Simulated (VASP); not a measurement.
# Mg (P-1) in VASP: a series of runs

The runs below take Mg through single point, with PBE.

All numbers are computed with VASP 6.6.1; they aren't measurements. Logs are shortened: lines on timing, memory, paths and dates and some standing lists are left out, and cuts for length are marked.

**1. The cell of the first run**

The typed cell holds 1 atom: a = 3.037 Å, b = 3.042 Å, c = 3.040 Å, α = 60.60°, β = 60.45°, γ = 60.18°.

**2. Single point, PBE (the cell strained at random)**

INCAR

```
SYSTEM = Mg
PREC = Accurate
ENCUT = 520
EDIFF = 1E-6
ISMEAR = 0
SIGMA = 0.1
LREAL = .FALSE.
LASPH = .TRUE.
NELM = 60
ALGO = Fast
ISIF = 2
LWAVE = .FALSE.
LCHARG = .TRUE.
GGA = PE
LELF = .TRUE.
LVHAR = .TRUE.
NBANDS = 7
```

KPOINTS

```
regular mesh
0
G
  14 14 14
  0 0 0
```

POSCAR

```
Mg
1.0
   -0.0086628282      2.1425912032      2.1519273082
    2.1446334762     -0.0136675190      2.1569319990
    2.1484038262      2.1513662442     -0.0174378691
Mg
1
Direct
    0.0000000000      0.0000000000      0.0000000000
```

Potentials or basis: VASP PAW PBE potentials, release 64 (Mg).

Launch:

```bash
> cat potpaw_PBE.64/Mg/POTCAR > POTCAR
> mpirun -np 1 vasp_std > vasp.out
```

OUTCAR:

```text
SYSTEM = Mg
   PREC = Accurate
   ENCUT = 520
   EDIFF = 1E-6
   ISMEAR = 0
   LREAL = .FALSE.
   LASPH = .TRUE.
   NELM = 60
   ISIF = 2
   GGA = PE

 ion  position               nearest neighbor table
   1  0.000  0.000  0.000-

  Warning from LATTYP: Got some problem with cell dimensions!
  Tried to take original basis but could not verify dimensions!
  LATTYP: Found a triclinic cell.
 ALAT       =     5.2777599928
 B/A-ratio  =     0.5773889713
 C/A-ratio  =     1.4063672662
 COS(alpha) =     0.0007777862
 COS(beta)  =     0.4697964023
 COS(gamma) =     0.8670295459

  Lattice vectors:

 A1 = (   4.2979297806,  -2.1699262412,   2.1619366898)
 A2 = (   2.1532963044,  -2.1562587222,   0.0050046908)
 A3 = (   4.2843744742,   4.2802899284,   4.2914214381)

Analysis of symmetry for initial positions (statically):
=====================================================================
 Subroutine PRICEL returns:
 Original cell was already a primitive cell.

 Routine SETGRP: Setting up the symmetry group for a
 triclinic supercell.

 Subroutine GETGRP returns: Found  2 space group operations
 (whereof  2 operations were pure point group operations)
 out of a pool of  2 trial point group operations.

The static configuration has the point symmetry S_2 .

Analysis of symmetry for dynamics (positions and initial velocities):
=====================================================================
 Subroutine PRICEL returns:
 Original cell was already a primitive cell.

 Routine SETGRP: Setting up the symmetry group for a
 triclinic supercell.

 Subroutine GETGRP returns: Found  2 space group operations
 (whereof  2 operations were pure point group operations)
 out of a pool of  2 trial point group operations.

The dynamic configuration has the point symmetry S_2 .

 Subroutine INISYM returns: Found  2 space group operations
 (whereof  2 operations are pure point group operations),
 and found     1 'primitive' translations

----------------------------------------------------------------------------------------

                                     Primitive cell

  volume of cell :      20.0410

  direct lattice vectors                    reciprocal lattice vectors
    -0.008662828  2.142591203  2.151927308    -0.231531478  0.233090607  0.231688309
     2.144633476 -0.013667519  2.156931999     0.232870417 -0.230680492  0.230617135
     2.148403826  2.151366244 -0.017437869     0.232066516  0.231215530 -0.229278195

  length of vectors
     3.036702693  3.041709256  3.040447302     0.402016826  0.400782215  0.399854948

  position of ions in fractional coordinates (direct lattice)
     0.000000000  0.000000000  0.000000000

  ion indices of the primitive-cell ions
   primitive index   ion index
                 1           1

----------------------------------------------------------------------------------------

 KPOINTS: regular mesh

Automatic generation of k-mesh.
 Grid dimensions read from file:
 generate k-points for:   14   14   14

 Generating k-lattice:

  Cartesian coordinates                     Fractional coordinates (reciprocal lattice)
    -0.016537963  0.016649329  0.016549165     0.071428571  0.000000000  0.000000000
     0.016633601 -0.016477178  0.016472652     0.000000000  0.071428571 -0.000000000
     0.016576180  0.016515395 -0.016377014     0.000000000  0.000000000  0.071428571

  Length of vectors
     0.028715488  0.028627301  0.028561068

  Shift w.r.t. Gamma in fractional coordinates (k-lattice)
     0.000000000  0.000000000  0.000000000

 Subroutine IBZKPT returns following result:
 ===========================================

 Found   1376 irreducible k-points:

 Following reciprocal coordinates:
            Coordinates               Weight
  0.000000  0.000000  0.000000      1.000000
  0.071429  0.000000  0.000000      2.000000
  0.142857  0.000000  0.000000      2.000000
  0.214286  0.000000  0.000000      2.000000
  0.285714  0.000000  0.000000      2.000000
  0.357143  0.000000  0.000000      2.000000
[... 16 lines left out ...]
  0.000000  0.142857  0.000000      2.000000
  0.071429  0.142857  0.000000      2.000000
 [... further k-points ...]
   k-points           NKPTS =   1376   k-points in BZ     NKDIM =   1376   number of bands    NBANDS=      7
   number of dos      NEDOS =    301   number of ions     NIONS =      1
   total plane-waves  NPLWV =  13824
   dimension x,y,z NGX =    24 NGY =   24 NGZ =   24
   dimension x,y,z NGXF=    48 NGYF=   48 NGZF=   48
   ions per type =               1
   NGX,Y,Z   is equivalent  to a cutoff of  13.14, 13.12, 13.12 a.u.
   NGXF,Y,Z  is equivalent  to a cutoff of  26.28, 26.23, 26.25 a.u.
 SYSTEM =  Mg
   PREC   = accura    normal or accurate (medium, high low for compatibility)
   ISTART =      0    job   : 0-new  1-cont  2-samecut
   ICHARG =      2    charge: 1-file 2-atom 10-const
   ISPIN  =      1    spin polarized calculation?
   LNONCOLLINEAR =      F non collinear calculations
   LSORBIT =      F    spin-orbit coupling
   LASPH  =      T    aspherical Exc in radial PAW
   ENCUT  =  520.0 eV  38.22 Ry    6.18 a.u.   5.65  5.66  5.65*2*pi/ulx,y,z
   NELM   =     60;   NELMIN=  2; NELMDL= -5     # of ELM steps
   EDIFF  = 0.1E-05   stopping-criterion for ELM
   LREAL  =      F    real-space projection
   EDIFFG = 0.1E-04   stopping-criterion for IOM
   NSW    =      0    number of steps for IOM
   IBRION =     -1    ionic relax: 0-MD 1-quasi-New 2-CG
   NFREE  =      0    steps in history (QN), initial steepest desc. (CG)
   ISIF   =      2    stress and relaxation
   ISYM   =      2    0-nonsym 1-usesym 2-fastsym
   POTIM  = 0.5000    time-step for ionic-motion
   TEBEG  =    0.0;   TEEND  =   0.0 temperature during run
   PSTRESS=    0.0 pullay stress
   NELECT =       2.0000    total number of electrons
   NUPDOWN=      -1.0000    fix difference up-down
   EMIN   =  10.00;   EMAX   =-10.00  energy-range for DOS
   EFERMI =   0.00;   METHOD = LEGACY
   ISMEAR =     0;   SIGMA  =   0.10  broadening in eV -4-tet -1-fermi 0-gaus
   EFERMI_NEDOS =   21; number of points for ismear=-14 and -15
   IALGO  =     68    algorithm
   IMIX   =      4    mixing-type and parameters
     AMIX     =   0.40;   BMIX     =  1.00
     AMIX_MAG =   1.60;   BMIX_MAG =  1.00
  volume/ion in A,a.u.               =      20.04       135.24
  Fermi-wavevector in a.u.,A,eV,Ry     =   0.759356  1.434974  7.845409  0.576621
  Thomas-Fermi vector in A             =   1.858132
   LORBIT       =      0    0 simple, 1 ext, 2 COOP (PROOUT), +10 PAW based schemes
   GGA     = PE    functional components
   LHFCALC =     F    Hartree Fock is set to
   AEXX    =    0.0000 exact exchange contribution
   IVDW    =     0    specifies the selected vdW correction
   LEPSILON=     F    determine dielectric tensor
   LRPA    =     F    only Hartree local field effects (RPA)
 non-spin polarized calculation
 RMM-DIIS sequential band-by-band and
 Gauss-broadening in eV      SIGMA  =   0.10
  energy-cutoff  :      520.00
  volume of cell :       20.04
 maximum number of plane-waves:       551
   NGX = 11   NGY = 11   NGZ = 11

 number of electron       2.0000000 magnetization

 Free energy of the ion-electron system (eV)
  ---------------------------------------------------
  ext. energy  EPLUGINS =         0.00000000
  ---------------------------------------------------
  free energy    TOTEN  =        -1.44158291 eV

  energy without entropy =       -1.43986809  energy(sigma->0) =       -1.44072550

 E-fermi :   3.3727     XC(G=0):  -8.9221

 val. band max:        3.3708604168   @ k =  -0.2857   0.5000   0.1429
 cond. band min:       3.3744344519   @ k =   0.5000   0.1429   0.0000
 fundamental gap:      0.0035740351
 Fermi energy:         3.3727048755

 k-point     1 :       0.0000    0.0000    0.0000
  band No.  band energies     occupation
      1      -4.1550      2.00000
      2      16.4327      0.00000
      3      16.5881      0.00000
      4      16.7839      0.00000
      5      18.9803      0.00000
      6      19.1393      0.00000
      7      19.2927      0.00000

 k-point     2 :       0.0714    0.0000    0.0000
  band No.  band energies     occupation
      1      -4.0305      2.00000
      2      14.8896      0.00000
      3      16.2323      0.00000
      4      16.5270      0.00000
      5      18.9766      0.00000
      6      19.5306      0.00000
      7      19.8820      0.00000

 k-point     3 :       0.1429    0.0000    0.0000
  band No.  band energies     occupation
      1      -3.6581      2.00000
      2      12.3818      0.00000
      3      15.8333      0.00000
      4      16.1213      0.00000
      5      18.6013      0.00000
      6      20.4747      0.00000
      7      20.7437      0.00000

 k-point     4 :       0.2143    0.0000    0.0000
  band No.  band energies     occupation
      1      -3.0412      2.00000
      2       9.9248      0.00000
      3      15.4843      0.00000
      4      15.7668      0.00000
      5      18.1969      0.00000
      6      19.6258      0.00000
      7      19.8281      0.00000

 k-point     5 :       0.2857    0.0000    0.0000
  band No.  band energies     occupation
      1      -2.1852      2.00000
      2       7.6146      0.00000
      3      15.2624      0.00000
      4      15.5409      0.00000
      5      17.9091      0.00000
      6      18.5139      0.00000
      7      18.7267      0.00000
[... 161 lines left out ...]
 k-point    22 :      -0.0714    0.0714   -0.0000
  band No.  band energies     occupation
      1      -3.8236      2.00000
      2      13.6910      0.00000
      3      14.7965      0.00000
      4      16.9681      0.00000
      5      19.2478      0.00000
      6      19.7587      0.00000
      7      20.1979      0.00000

 k-point    23 :       0.0000    0.1429    0.0000
  band No.  band energies     occupation
      1      -3.6612      2.00000
      2      12.2919      0.00000
      3      15.9067      0.00000
      4      16.1549      0.00000
      5      18.6342      0.00000
      6      20.5194      0.00000
      7      20.7735      0.00000

 k-point    24 :       0.0714    0.1429    0.0000
  band No.  band energies     occupation
      1      -3.7036      2.00000
      2      13.1580      0.00000
      3      15.1306      0.00000
      4      15.8333      0.00000
      5      18.5425      0.00000
      6      19.9055      0.00000
      7      20.2409      0.00000

 [... further k-points ...]
[... 5 lines left out ...]
  --------------------------------------------------------------------------------------
  -------------------------------------------------------------------------------------
  Total        0.8439657      0.8405728      0.8309510      0.0117841      0.0623322      0.0349202
  in kB       67.4709687     67.1997198     66.4305002      0.9420807      4.9831564      2.7917013
  external PRESSURE =      67.0337296 kB  Pullay stress =       0.0000000 kB

 VOLUME and BASIS-vectors are now :
 -----------------------------------------------------------------------------
  energy-cutoff  :      520.00
  volume of cell :       20.04
      direct lattice vectors                 reciprocal lattice vectors
    -0.008662828  2.142591203  2.151927308    -0.231531478  0.233090607  0.231688309
     2.144633476 -0.013667519  2.156931999     0.232870417 -0.230680492  0.230617135
     2.148403826  2.151366244 -0.017437869     0.232066516  0.231215530 -0.229278195

 POSITION                                       TOTAL-FORCE (eV/Angst)
 -----------------------------------------------------------------------------------
      0.00000      0.00000      0.00000        -0.000000     -0.000000     -0.000000
 -----------------------------------------------------------------------------------
    total drift:                               -0.000000      0.000000      0.000000

  FREE ENERGIE OF THE ION-ELECTRON SYSTEM (eV)
  ---------------------------------------------------
  free  energy   TOTEN  =        -1.4415829069 eV

  energy  without entropy=       -1.4398680893  energy(sigma->0) =       -1.44072550
```

Run time: 83 s. Hardware: 1 thread of AMD EPYC 9R45 (Zen 5), shared host; peak memory 0.28 GiB.

Results:

* Free energy: -1.4416 eV
* Pressure: 6.7 GPa
* Band gap on the k mesh: zero (bands 1 and 2 overlap by 2.43 eV)

Caveat: the cell differs from its parent crystal (the cell strained at random); the cell stands under pressure.

**3. Single point, PBE (the cell strained at random)**

INCAR

```
PREC = Accurate ; ENCUT = 520
EDIFF = 1E-6 ; ISMEAR = 0
SIGMA = 0.1 ; LREAL = False
LASPH = True ; NELM = 60
ALGO = Fast ; ISIF = 2
LWAVE = False ; LCHARG = False
GGA = PE ; NBANDS = 7
```

KPOINTS

```
regular mesh
0
Gamma
  14 14 14
```

POSCAR

```
Mg
1.0
    0.0379503690      2.1654377293      2.1594231232
    2.2216114570      0.0124331782      2.1849403139
    2.2147215910      2.1840650541      0.0193230442
Mg
1
Direct
    0.0000000000      0.0000000000      0.0000000000
```

Potentials or basis: VASP PAW PBE potentials, release 64 (Mg).

Launch:

```bash
> cat potpaw_PBE.64/Mg/POTCAR > POTCAR
> mpirun -np 1 vasp_std > vasp.out
```

It took 78 s on 1 thread of AMD EPYC 9R45 (Zen 5), shared host; peak memory 0.29 GiB.

Results (log left out):

```yaml
Free_energy: -1.4612 eV
Pressure: 5.1 GPa
Band_gap_on_the_k_mesh: zero (bands 1 and 2 overlap by 2.57 eV)
```

Stress tensor (GPa, compression positive):
```
 4.79 -0.67 -0.98
-0.67  5.14  0.11
-0.98  0.11  5.24
```

Levels at points of the mesh, in eV from the Fermi level:
| k point | band 1 | band 2 | band 3 | band 4 | band 5 | band 6 |
| --- | --- | --- | --- | --- | --- | --- |
| (0.00, 0.00, 0.00) | -7.39 | 12.69 | 13.04 | 13.41 | 15.06 | 15.41 |
| (0.50, 0.00, 0.00) | -1.77 | -1.09 | 11.41 | 11.93 | 12.63 | 13.17 |
| (0.00, 0.50, 0.00) | -1.91 | -1.32 | 11.64 | 12.19 | 13.05 | 13.39 |
| (0.50, 0.50, 0.00) | -0.15 | 0.96 | 6.22 | 7.21 | 7.67 | 10.79 |
| (0.00, 0.00, 0.50) | -1.87 | -1.26 | 11.58 | 12.12 | 12.93 | 13.35 |
| (0.50, 0.00, 0.50) | -0.19 | 0.92 | 6.24 | 7.15 | 7.81 | 10.84 |
| (0.00, 0.50, 0.50) | -0.39 | 0.71 | 6.42 | 7.66 | 7.76 | 11.00 |
| (0.50, 0.50, 0.50) | -1.97 | -1.42 | 11.97 | 12.10 | 13.35 | 13.53 |

Caveat: the cell differs from its parent crystal (the cell strained at random); the cell stands under pressure.

**4. Single point, PBE (the cell strained at random)**

INCAR

```
SYSTEM = Mg
  PREC = Accurate
  ENCUT = 520
  EDIFF = 1E-6
  ISMEAR = 0
  SIGMA = 0.1
  LREAL = .False.
  LASPH = .True.
  NELM = 100
  ALGO = Fast
  ISIF = 2
  LWAVE = .False.
  LCHARG = .False.
  GGA = PE
  NBANDS = 7
```

KPOINTS

```
Automatic mesh
0
Gamma
  14 14 14
  0 0 0
```

POSCAR

```
Mg
1.0
    0.0183355715      2.1918750650      2.1788359376
    2.2250900538     -0.0095156454      2.2066871546
    2.1985405053      2.1931767334      0.0170339030
Mg
1
Direct
    0.0000000000      0.0000000000      0.0000000000
```

Launch:

```bash
> cat potpaw_PBE.64/Mg/POTCAR > POTCAR
> mpirun -np 1 vasp_std > vasp.out
```

Wall time 79 s (1 thread of AMD EPYC 9R45 (Zen 5), shared host); peak memory 0.29 GiB.

Results (log left out):

- Free energy: -1.4760 eV
- Pressure: 3.8 GPa
- Band gap on the k mesh: zero (bands 1 and 2 overlap by 2.51 eV)

Stress tensor (GPa, compression positive):
```
 3.69  0.20 -0.97
 0.20  3.67  0.27
-0.97  0.27  3.92
```

Levels at points of the mesh, in eV from the Fermi level:
```
           k point  band 1  band 2  band 3  band 4  band 5
(0.00, 0.00, 0.00)   -7.28   12.58   12.89   13.18   14.82
(0.50, 0.00, 0.00)   -1.78   -1.18   11.49   11.73   12.70
(0.00, 0.50, 0.00)   -1.92   -1.42   11.71   12.02   13.02
(0.50, 0.50, 0.00)   -0.18    0.92    6.19    7.26    7.37
(0.00, 0.00, 0.50)   -1.79   -1.19   11.44   11.80   12.64
(0.50, 0.00, 0.50)   -0.26    0.83    6.24    7.09    7.74
(0.00, 0.50, 0.50)   -0.29    0.79    6.29    7.37    7.53
(0.50, 0.50, 0.50)   -1.88   -1.34   11.58   11.98   12.85
```

Caveat: the cell differs from its parent crystal (the cell strained at random); the cell stands under pressure.

**5. Summary**

| cell | gap on the mesh (eV) | pressure (GPa) |
| --- | --- | --- |
| a = 3.037, b = 3.042, c = 3.040 Å, angles 60.6, 60.5, 60.2°, 1 atom | none | 6.7 |
| a = 3.058, b = 3.116, c = 3.111 Å, angles 59.0, 59.3, 59.6°, 1 atom | none | 5.1 |
| a = 3.091, b = 3.134, c = 3.105 Å, angles 59.7, 59.4, 60.1°, 1 atom | none | 3.8 |

Alike in all rows: task single point; level PBE; potentials or basis VASP PAW PBE potentials, release 64 (Mg); no spin polarisation; k mesh 14 × 14 × 14; cutoff (eV) 520; smearing gaussian 0.1 eV.

Caveats: the cell stands under pressure.

Total energies depend on the potentials used, so only differences within one code and one set of settings carry meaning.
